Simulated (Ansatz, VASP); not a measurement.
# H2O: VASP beside Ansatz

File INCAR:

```
PREC = Accurate
ENCUT = 520
EDIFF = 1E-6
ISMEAR = 0
SIGMA = 0.05
LREAL = False
LASPH = True
NELM = 80
ALGO = Normal
ISIF = 2
LWAVE = False
LCHARG = True
LDIPOL = True
IDIPOL = 3
DIPOL = 0.5 0.5 0.662
GGA = PE
IVDW = 12
LELF = True
LVHAR = True
LVACPOTAV = True
NBANDS = 11
```

File KPOINTS:

```
Automatic mesh
0
Gamma
  3 2 1
```

File POSCAR:

```
H2O
1.0
    5.0301999808      0.0000000000      0.0000000000
    0.0000000000      7.1137770343      0.0000000000
    0.0000000000      0.0000000000     25.0834499760
O H
1 2
Direct
    0.2895181418      0.5512714459      0.6641813571
    0.4219103158      0.4592625975      0.6748463982
    0.3932825596      0.6473359827      0.6457582577
```

Input for Ansatz:

```yaml
crystal:
  lattice:
    - [5.0301999808, 0.0, 0.0]
    - [0.0, 7.1137770343, 0.0]
    - [0.0, 0.0, 25.083449976]
  atoms:
    - { symbol: O, position: [0.2895181418, 0.5512714459, 0.6641813571] }
    - { symbol: H, position: [0.4219103158, 0.4592625975, 0.6748463982] }
    - { symbol: H, position: [0.3932825596, 0.6473359827, 0.6457582577] }
basis:
  ecutwfc: 420
kpoints:
  mp_grid: { grid: [3, 2, 1] }
hamiltonian:
  xc: pbe
  dispersion: d3bj
scf:
  occupations: { method: gaussian, width: 0.05 }
output:
  forces: true
  eigenvalues: true
  write_density: true
  volumetric_format: npy
efield:
  axis: 3
  dipole_correction: true
  ramp_width: 0.04
```

Alike in both runs: task single point; functional PBE; dispersion D3(BJ); k mesh 3 × 2 × 1; occupations gaussian, width 0.05 eV; no spin polarisation.

```csv
,VASP,Ansatz
version,VASP 6.6.1,Ansatz 0.2.0
potentials or method,"VASP PAW PBE potentials, release 64 (O, H), cutoff 520 eV","scalar-relativistic, plane waves, PAW"
valence electrons in the cell,8,8
```

|  | VASP | Ansatz | Ansatz less VASP |
| --- | --- | --- | --- |
| gap on the k mesh at the Fermi level (eV) | 5.72 | 5.73 | +0.010 |
| rms of the force components (eV/Å) | 0.106 | 0.142 | +0.0368 |

Atom by atom the forces differ by 0.065 eV/Å (rms over components).

The k mesh is coarse, so the values compare programs but aren't converged.
